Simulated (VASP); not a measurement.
# SnO2 (Pmn2_1) in VASP: further runs, part 2 of 2

VASP 6.6.1. The steps go on from the part before.

**3. Single point, LDA (atoms displaced along a vibrational mode)**

File INCAR:

```
SYSTEM = SnO2
PREC = Accurate ; ENCUT = 520
EDIFF = 1E-6 ; ISMEAR = 0
SIGMA = 0.05 ; LREAL = .FALSE.
LASPH = .TRUE. ; NELM = 60
ALGO = Normal ; ISIF = 2
LWAVE = .FALSE. ; LCHARG = .FALSE.
NBANDS = 35
```

File KPOINTS:

```
Automatic mesh
0
G
  6 6 8
  0 0 0
```

File POSCAR:

```
SnO2
1.0
    4.7201335122      0.0000000000      0.0000000000
    0.0000000000      4.7206343096      0.0000000000
    0.0000000000      0.0000000000      3.1888226875
Sn O
2 4
Direct
    0.4978314689      0.4974954351      0.5000000000
    0.0021729791     -0.0025084053      0.0000000000
    0.3114067396      0.3020374249      0.0000000000
    0.8274364794      0.2165602904      0.5000000000
    0.1885767584      0.8020232205      0.5000000000
    0.6725470185      0.7165744947      0.0000000000
```

Potentials or basis: VASP PAW LDA potentials, release 64 (Sn_d, O).

Started as:

```
$ cat potpaw_LDA.64/Sn_d/POTCAR potpaw_LDA.64/O/POTCAR > POTCAR
$ mpirun -np 1 vasp_std > vasp.out
```

OUTCAR:

```text
SYSTEM = SnO2
   PREC = Accurate
   ENCUT = 520
   EDIFF = 1E-6
   ISMEAR = 0
   LREAL = .FALSE.
   LASPH = .TRUE.
   NELM = 60
   ISIF = 2

 ion  position               nearest neighbor table
   1  0.498  0.497  0.500-   3 2.04   3 2.04   4 2.04   5 2.05   6 2.07   6 2.07   2 3.69   2 3.69
                             2 3.69   2 3.69   2 3.71   2 3.71   2 3.71   2 3.71
   2  0.002  0.997  0.000-   5 2.04   5 2.04   6 2.04   3 2.05   4 2.07   4 2.07   1 3.69   1 3.69
                             1 3.69   1 3.69   1 3.71   1 3.71   1 3.71   1 3.71
   3  0.311  0.302  0.000-   1 2.04   1 2.04   2 2.05
   4  0.827  0.217  0.500-   1 2.04   2 2.07   2 2.07
   5  0.189  0.802  0.500-   2 2.04   2 2.04   1 2.05
   6  0.673  0.717  0.000-   2 2.04   1 2.07   1 2.07

  LATTYP: Found a simple orthorhombic cell.
 ALAT       =     3.1888226875
 B/A-ratio  =     1.4802119700
 C/A-ratio  =     1.4803690177

  Lattice vectors:

 A1 = (   0.0000000000,   0.0000000000,   3.1888226875)
 A2 = (   4.7201335122,   0.0000000000,   0.0000000000)
 A3 = (   0.0000000000,   4.7206343096,   0.0000000000)

Analysis of symmetry for initial positions (statically):
=====================================================================
 Subroutine PRICEL returns:
 Original cell was already a primitive cell.

 Routine SETGRP: Setting up the symmetry group for a
 simple orthorhombic supercell.

 Subroutine GETGRP returns: Found  2 space group operations
 (whereof  2 operations were pure point group operations)
 out of a pool of  8 trial point group operations.

The static configuration has the point symmetry C_1h.

Analysis of symmetry for dynamics (positions and initial velocities):
=====================================================================
 Subroutine PRICEL returns:
 Original cell was already a primitive cell.

 Routine SETGRP: Setting up the symmetry group for a
 simple orthorhombic supercell.

 Subroutine GETGRP returns: Found  2 space group operations
 (whereof  2 operations were pure point group operations)
 out of a pool of  8 trial point group operations.

The dynamic configuration has the point symmetry C_1h.

 Subroutine INISYM returns: Found  2 space group operations
 (whereof  2 operations are pure point group operations),
 and found     1 'primitive' translations

----------------------------------------------------------------------------------------

                                     Primitive cell

  volume of cell :      71.0534

  direct lattice vectors                    reciprocal lattice vectors
     4.720133512  0.000000000  0.000000000     0.211858414  0.000000000  0.000000000
     0.000000000  4.720634310  0.000000000     0.000000000  0.211835939  0.000000000
     0.000000000  0.000000000  3.188822688     0.000000000  0.000000000  0.313595360

  length of vectors
     4.720133512  4.720634310  3.188822688     0.211858414  0.211835939  0.313595360

  position of ions in fractional coordinates (direct lattice)
     0.497831469  0.497495435  0.500000000
     0.002172979  0.997491595  0.000000000
     0.311406740  0.302037425  0.000000000
     0.827436479  0.216560290  0.500000000
     0.188576758  0.802023220  0.500000000
     0.672547018  0.716574495  0.000000000

[... 38 lines left out ...]
  0.166667  0.000000  0.000000      2.000000
  0.333333  0.000000  0.000000      2.000000
  0.500000  0.000000  0.000000      1.000000
  0.000000  0.166667  0.000000      2.000000
  0.166667  0.166667  0.000000      2.000000
[... 16 lines left out ...]
  0.333333  0.000000  0.125000      4.000000
  0.500000  0.000000  0.125000      2.000000
 [... further k-points ...]
   k-points           NKPTS =    100   k-points in BZ     NKDIM =    100   number of bands    NBANDS=     35
   number of dos      NEDOS =    301   number of ions     NIONS =      6
   total plane-waves  NPLWV =  31104
   dimension x,y,z NGX =    36 NGY =   36 NGZ =   24
   dimension x,y,z NGXF=    72 NGYF=   72 NGZF=   48
   ions per type =               2   4
   NGX,Y,Z   is equivalent  to a cutoff of  12.68, 12.68, 12.51 a.u.
   NGXF,Y,Z  is equivalent  to a cutoff of  25.36, 25.36, 25.02 a.u.
 SYSTEM =  SnO2
   PREC   = accura    normal or accurate (medium, high low for compatibility)
   ISTART =      0    job   : 0-new  1-cont  2-samecut
   ICHARG =      2    charge: 1-file 2-atom 10-const
   ISPIN  =      1    spin polarized calculation?
   LNONCOLLINEAR =      F non collinear calculations
   LSORBIT =      F    spin-orbit coupling
   LASPH  =      T    aspherical Exc in radial PAW
   ENCUT  =  520.0 eV  38.22 Ry    6.18 a.u.   8.78  8.78  5.93*2*pi/ulx,y,z
   NELM   =     60;   NELMIN=  2; NELMDL= -5     # of ELM steps
   EDIFF  = 0.1E-05   stopping-criterion for ELM
   LREAL  =      F    real-space projection
   EDIFFG = 0.1E-04   stopping-criterion for IOM
   NSW    =      0    number of steps for IOM
   IBRION =     -1    ionic relax: 0-MD 1-quasi-New 2-CG
   NFREE  =      0    steps in history (QN), initial steepest desc. (CG)
   ISIF   =      2    stress and relaxation
   ISYM   =      2    0-nonsym 1-usesym 2-fastsym
   POTIM  = 0.5000    time-step for ionic-motion
   TEBEG  =    0.0;   TEEND  =   0.0 temperature during run
   PSTRESS=    0.0 pullay stress
   NELECT =      52.0000    total number of electrons
   NUPDOWN=      -1.0000    fix difference up-down
   EMIN   =  10.00;   EMAX   =-10.00  energy-range for DOS
   EFERMI =   0.00;   METHOD = LEGACY
   ISMEAR =     0;   SIGMA  =   0.05  broadening in eV -4-tet -1-fermi 0-gaus
   EFERMI_NEDOS =   21; number of points for ismear=-14 and -15
   IALGO  =     38    algorithm
   IMIX   =      4    mixing-type and parameters
     AMIX     =   0.40;   BMIX     =  1.00
     AMIX_MAG =   1.60;   BMIX_MAG =  1.00
  volume/ion in A,a.u.               =      11.84        79.92
  Fermi-wavevector in a.u.,A,eV,Ry     =   1.475302  2.787917 29.613299  2.176516
  Thomas-Fermi vector in A             =   2.589968
   LORBIT       =      0    0 simple, 1 ext, 2 COOP (PROOUT), +10 PAW based schemes
   GGA     = CA    functional components
   LHFCALC =     F    Hartree Fock is set to
   AEXX    =    0.0000 exact exchange contribution
   IVDW    =     0    specifies the selected vdW correction
   LEPSILON=     F    determine dielectric tensor
   LRPA    =     F    only Hartree local field effects (RPA)
 non-spin polarized calculation
 Gauss-broadening in eV      SIGMA  =   0.05
  energy-cutoff  :      520.00
  volume of cell :       71.05
 maximum number of plane-waves:      1933
 NGX is ok and might be reduce to    36
   NGX = 17   NGY = 17   NGZ = 11

 number of electron      51.9999988 magnetization

 Free energy of the ion-electron system (eV)
  ---------------------------------------------------
  ext. energy  EPLUGINS =         0.00000000
  ---------------------------------------------------
  free energy    TOTEN  =       -42.24147004 eV

  energy without entropy =      -42.24147004  energy(sigma->0) =      -42.24147004

 E-fermi :   6.1240     XC(G=0): -11.8432

 val. band max:        5.8990186750   @ k =   0.0000   0.0000   0.0000
 cond. band min:       7.1666305905   @ k =   0.0000   0.0000   0.0000
 fundamental gap:      1.2676119155
 Fermi energy:         6.1240223477

 k-point     1 :       0.0000    0.0000    0.0000
  band No.  band energies     occupation
      1     -15.0575      2.00000
      2     -14.2873      2.00000
      3     -14.0135      2.00000
      4     -13.9952      2.00000
      5     -13.9899      2.00000
      6     -13.9122      2.00000
[... 901 lines left out ...]
     34      18.0782      0.00000
     35      18.2434      0.00000

 [... further k-points ...]

------------------------ aborting loop because EDIFF is reached ----------------------------------------

  FORCE on cell =-STRESS in cart. coord.  units (eV):
  Direction    XX          YY          ZZ          XY          YZ          ZX
  --------------------------------------------------------------------------------------
  -------------------------------------------------------------------------------------
  Total        0.5538371      0.0275056      0.6442067      0.0000979      0.0000000      0.0000000
  in kB       12.4884239      0.6202213     14.5261605      0.0022073      0.0000000      0.0000000
  external PRESSURE =       9.2116019 kB  Pullay stress =       0.0000000 kB

 VOLUME and BASIS-vectors are now :
 -----------------------------------------------------------------------------
  energy-cutoff  :      520.00
  volume of cell :       71.05
      direct lattice vectors                 reciprocal lattice vectors
     4.720133512  0.000000000  0.000000000     0.211858414  0.000000000  0.000000000
     0.000000000  4.720634310  0.000000000     0.000000000  0.211835939  0.000000000
     0.000000000  0.000000000  3.188822688     0.000000000  0.000000000  0.313595360

 POSITION                                       TOTAL-FORCE (eV/Angst)
 -----------------------------------------------------------------------------------
      2.34983      2.34849      1.59441         0.283873      0.273875      0.000000
      0.01026      4.70879      0.00000        -0.284300      0.274148      0.000000
      1.46988      1.42581      0.00000         0.076845     -0.101823      0.000000
      3.90561      1.02230      1.59441        -0.190269     -0.172226      0.000000
      0.89011      3.78606      1.59441        -0.076608     -0.101665      0.000000
      3.17451      3.38269      0.00000         0.190459     -0.172309      0.000000
 -----------------------------------------------------------------------------------
    total drift:                               -0.000075     -0.000131     -0.000001

  FREE ENERGIE OF THE ION-ELECTRON SYSTEM (eV)
  ---------------------------------------------------
  free  energy   TOTEN  =       -42.2414700436 eV

  energy  without entropy=      -42.2414700436  energy(sigma->0) =      -42.24147004
```

OSZICAR:

```text
N       E                     dE             d eps       ncg     rms          rms(c)
DAV:   1     0.627619254560E+03    0.62762E+03   -0.25572E+04  7808   0.234E+03
DAV:   2     0.523450335008E+02   -0.57527E+03   -0.54259E+03  7520   0.609E+02
DAV:   3    -0.433455714725E+02   -0.95691E+02   -0.94022E+02  7616   0.208E+02
DAV:   4    -0.482830945633E+02   -0.49375E+01   -0.49021E+01  8863   0.508E+01
DAV:   5    -0.484126305085E+02   -0.12954E+00   -0.12935E+00  8759   0.872E+00    0.158E+01
DAV:   6    -0.423086904821E+02    0.61039E+01   -0.16919E+01 11253   0.648E+01    0.642E+00
DAV:   7    -0.423354072077E+02   -0.26717E-01   -0.19758E+00  8083   0.795E+00    0.319E+00
DAV:   8    -0.422560042265E+02    0.79403E-01   -0.21309E-01 10878   0.424E+00    0.728E-01
DAV:   9    -0.422413234455E+02    0.14681E-01   -0.32311E-02 11641   0.302E+00    0.126E-01
DAV:  10    -0.422414538924E+02   -0.13045E-03   -0.32681E-03  8530   0.430E-01    0.620E-02
DAV:  11    -0.422414693472E+02   -0.15455E-04   -0.15009E-04 10745   0.937E-02    0.198E-02
DAV:  12    -0.422414700436E+02   -0.69640E-06   -0.71386E-06  8368   0.204E-02
   1 F= -.42241470E+02 E0= -.42241470E+02  d E =-.157128E-12
```

Run time: 61 s. Hardware: 1 thread of Intel Xeon 6975P-C (Granite Rapids), shared host; peak memory 0.28 GiB.

What came out:

```
Free energy            : -42.2415 eV
Pressure               : 0.9 GPa
Largest force          : 0.395 eV/Å
Band gap on the k mesh : 1.27 eV
```

Forces in eV/Å, atoms in the order of the input:
```
Sn   0.284  0.274  0.000
Sn  -0.284  0.274  0.000
O    0.077 -0.102  0.000
O   -0.190 -0.172  0.000
O   -0.077 -0.102  0.000
O    0.190 -0.172  0.000
```

Caveat: the cell differs from its parent crystal (atoms displaced along a vibrational mode); spin-orbit coupling is left out, which moves the levels of the heavy elements.
